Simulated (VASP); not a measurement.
Wanted: the native input for a VASP 6.6.1 run.

```
Task                   : single point
Functional             : PBE
Potentials or basis    : VASP PAW PBE potentials, release 64 (Cd, F)
Cutoff                 : 520 eV
k mesh                 : 6 × 6 × 6
Occupations            : gaussian, width 0.05 eV
Spin                   : no spin polarisation
Dipole correction      : no
Further INCAR settings : ALGO = Normal; EDIFF = 1e-06; NBANDS = 20
```

The structure of CdF2 lies in POSCAR:

```
CdF2
1.0
    0.0000000000      2.7285285484      2.7285285484
    2.7285285484      0.0000000000      2.7285285484
    2.7285285484      2.7285285484      0.0000000000
Cd F
1 2
Direct
    0.0000000000      0.0000000000      0.0000000000
    0.2500000000      0.2500000000      0.2500000000
    0.7500000000      0.7500000000      0.7500000000
```

The input as run:

INCAR

```
SYSTEM = CdF2
ALGO = Normal
EDIFF = 1E-6
ENCUT = 520
GGA = PE
ISIF = 2
ISMEAR = 0
LASPH = .TRUE.
LCHARG = .FALSE.
LREAL = .FALSE.
LWAVE = .FALSE.
NBANDS = 20
NELM = 100
PREC = Accurate
SIGMA = 0.05
```

KPOINTS

```
k-points
0
G
  6 6 6
  0 0 0
```

Potentials or basis: VASP PAW PBE potentials, release 64 (Cd, F).

Launch:

```sh
$ cat potpaw_PBE.64/Cd/POTCAR potpaw_PBE.64/F/POTCAR > POTCAR
$ mpirun -np 1 vasp_std > vasp.out
```

It gave:

The pressure is 1.9 GPa and the band gap on the k mesh is 2.95 eV (least direct gap 3.48 eV).

Run time: 7.7 s on 1 thread of Intel(R) Xeon(R) 6975P-C (Granite Rapids), on a shared host, peak memory 0.16 GiB.
